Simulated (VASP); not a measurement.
Write the native input for VASP 6.6.1 that does the following.

```yaml
Task: single point
Functional: PBEsol
Potentials_or_basis: VASP PAW PBE potentials, release 64 (Lu, Se)
Cutoff: 520 eV
k_mesh: 14 × 14 × 14
Occupations: gaussian, width 0.1 eV
Spin: no spin polarisation
Dipole_correction: no
Further_INCAR_settings: ALGO = Normal; EDIFF = 1e-06; NBANDS = 22
```

The structure of LuSe lies in POSCAR:

```
LuSe
1.0
    0.0000000000      2.7757765395      2.7757765395
    2.7757765395      0.0000000000      2.7757765395
    2.7757765395      2.7757765395      0.0000000000
Lu Se
1 1
Direct
    0.5000000000      0.5000000000      0.5000000000
    0.0000000000      0.0000000000      0.0000000000
```

These files were run (other wordings do the same):

INCAR

```
PREC = Accurate
ENCUT = 520
EDIFF = 1E-6
ISMEAR = 0
SIGMA = 0.1
LREAL = False
LASPH = True
NELM = 80
ALGO = Normal
ISIF = 2
LWAVE = False
LCHARG = False
GGA = PS
NBANDS = 22
```

KPOINTS

```
regular mesh
0
Gamma
  14 14 14
```

Potentials or basis: VASP PAW PBE potentials, release 64 (Lu, Se).

Launch:

```bash
$ cat potpaw_PBE.64/Lu/POTCAR potpaw_PBE.64/Se/POTCAR > POTCAR
$ mpirun -np 1 vasp_std > vasp.out
```

Results of the run:

The pressure is 0.4 GPa.

Caveat: the PAW data sets were made with another functional, which shifts forces and pressure a little.

Wall time 93 s on 1 thread of AMD EPYC 7R13 Processor (Zen 3) (shared host), peak memory 0.22 GiB.
